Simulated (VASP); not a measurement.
A run of VASP 6.6.1 is set up as follows.

Contents of INCAR:

```
SYSTEM = Sn
ALGO = Fast ; EDIFF = 1E-6
ENCUT = 520 ; GGA = PE
ISIF = 2 ; ISMEAR = 0
LASPH = .True. ; LCHARG = .False.
LREAL = .False. ; LWAVE = .False.
NBANDS = 13 ; NELM = 80
PREC = Accurate ; SIGMA = 0.020999999999999998
```

KPOINTS

```
k-points
0
Gamma
  10 10 10
  0 0 0
```

POSCAR

```
Sn
1.0
   -2.0291894110      2.0291894110      1.6607599896
    2.0291894110     -2.0291894110      1.6607599896
    2.0291894110      2.0291894110     -1.6607599896
Sn
1
Direct
    0.0000000000      0.0000000000      0.0000000000
```

Potentials or basis: VASP PAW PBE potentials, release 64 (Sn_d).

The run is started by

```console
$ cat potpaw_PBE.64/Sn_d/POTCAR > POTCAR
$ mpirun -np 1 vasp_std > vasp.out
```

Q: Predict the band gap on the k mesh.

A: Zero (band 7 reaches 14.75 eV, above the bottom of band 8 at 5.95 eV).

Q: Estimate the pressure.

A: 0.8 GPa.

Stress tensor (GPa, compression positive):
```
0.33 0.00 0.00
0.00 0.33 0.00
0.00 0.00 1.80
```

Caveat: spin-orbit coupling is left out, which moves the levels of the heavy elements.
